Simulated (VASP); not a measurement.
A run of VASP 6.6.1 is set up as follows.

Contents of INCAR:

```
SYSTEM = Al16P15
ALGO = Normal
EDIFF = 1E-6
ENCUT = 400
GGA = PE
GGA_COMPAT = .FALSE.
ISIF = 2
ISMEAR = 0
ISPIN = 2
LASPH = .TRUE.
LCHARG = .FALSE.
LORBIT = 11
LREAL = Auto
LWAVE = .FALSE.
MAGMOM = 0.25 0 0 0.25 0 0.25 0 0 0 0 0 0 0.25 0 0 0 0 0 0 0 0 0 0 0 0 0 0 0 0 0 0
NBANDS = 86
NELECT = 121.0
NELM = 200
PREC = Accurate
SIGMA = 0.01
```

The input KPOINTS:

```
Automatic mesh
0
Gamma
  2 2 2
  0.5 0.5 0.5
```

Contents of POSCAR:

```
Al16P15
1.0
   -5.5073398843      5.5073398843     -5.5073398843
    5.5073398843     -5.5073398843     -5.5073398843
   -5.5073398843     -5.5073398843      5.5073398843
Al P
16 15
Direct
    0.5000000000      0.2784614501      0.2500000000
    0.2514662518      0.2523242749      0.5023242749
    0.0008580231      0.2485337482      0.7508580231
    0.7784614501      0.0000000000      0.2500000000
    0.7523242749      0.2523242749      0.0014662518
    0.5000000000      0.0000000000      0.5284614501
    0.2476757251      0.0000000000      0.7491419769
   -0.0008580231      0.7476757251      0.2500000000
    0.9991419769      1.0000000000      0.9976757251
    0.7523242749      0.7514662518      0.5023242749
    0.5000000000      0.7476757251      0.7491419769
    0.2476757251      0.4991419769      0.2500000000
    0.2215385499      0.7215385499     -0.0284614501
    0.0008580231      0.5008580231      0.4985337482
    0.7485337482      0.5008580231      0.7508580231
    0.5000000000      0.4991419769     -0.0023242749
    0.2466605777      0.0000000000      0.4974425580
    0.0000000000      0.0000000000      0.7500000000
    0.7474425580      0.7466605777      0.2500000000
    0.7474425580      0.0000000000     -0.0033394223
    0.5000000000      0.7466605777      0.4974425580
    0.2525574420      0.7525574420      0.7492180197
    0.0000000000      0.5000000000      0.2500000000
   -0.0007819803      0.7525574420      0.0025574420
    0.7533394223      0.5007819803      0.5033394223
    0.5000000000      0.5000000000      0.7500000000
    0.2466605777      0.2474425580      0.2500000000
    0.2525574420      0.4992180197      0.0025574420
    0.0007819803      0.2533394223      0.5033394223
    0.7533394223      0.2533394223      0.7507819803
    0.5000000000      0.2474425580     -0.0033394223
```

Potentials or basis: VASP PAW PBE potentials, release 64 (Al, P).

Launch:

```bash
$ cat potpaw_PBE.64/Al/POTCAR potpaw_PBE.64/P/POTCAR > POTCAR
$ mpirun -np 1 vasp_std > vasp.out
```

(1) Estimate the net moment.

(2) What does it give for the largest force?

## Answers

(1) 1.00 μB per cell.

(2) 0.023 eV/Å.

Caveat: the cell carries a net charge on a neutralising background, which shifts energy and pressure; the cell differs from its parent crystal (atoms taken out, then relaxed in part).
